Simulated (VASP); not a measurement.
Input of a VASP 6.6.1 run:

INCAR

```
PREC = Accurate ; ENCUT = 520
EDIFF = 1E-6 ; ISMEAR = -1
SIGMA = 0.05 ; LREAL = F
LASPH = T ; NELM = 100
ALGO = Normal ; ISIF = 2
LWAVE = F ; LCHARG = F
GGA = PE ; NBANDS = 18
```

The input KPOINTS:

```
regular mesh
0
Gamma
  11 11 7
```

File POSCAR:

```
ZnCu
1.0
    1.4780518602     -2.1070417992      0.0000000000
    1.4780518602      2.1070417992      0.0000000000
    0.0000000000      0.0000000000      4.1129549210
Zn Cu
1 1
Direct
    0.5000000000      0.5000000000      0.5000000000
    0.0000000000      0.0000000000      0.0000000000
```

Potentials or basis: VASP PAW PBE potentials, release 64 (Zn, Cu).

The run is started by

```console
$ cat potpaw_PBE.64/Zn/POTCAR potpaw_PBE.64/Cu/POTCAR > POTCAR
$ mpirun -np 1 vasp_std > vasp.out
```

(1) Predict the pressure.

(2) What does it give for the band gap on the k mesh?

## Answers

(1) 3.5 GPa.

(2) zero (an odd number of electrons rules out a gap without spin polarisation).

Caveat: the cell stands under pressure.
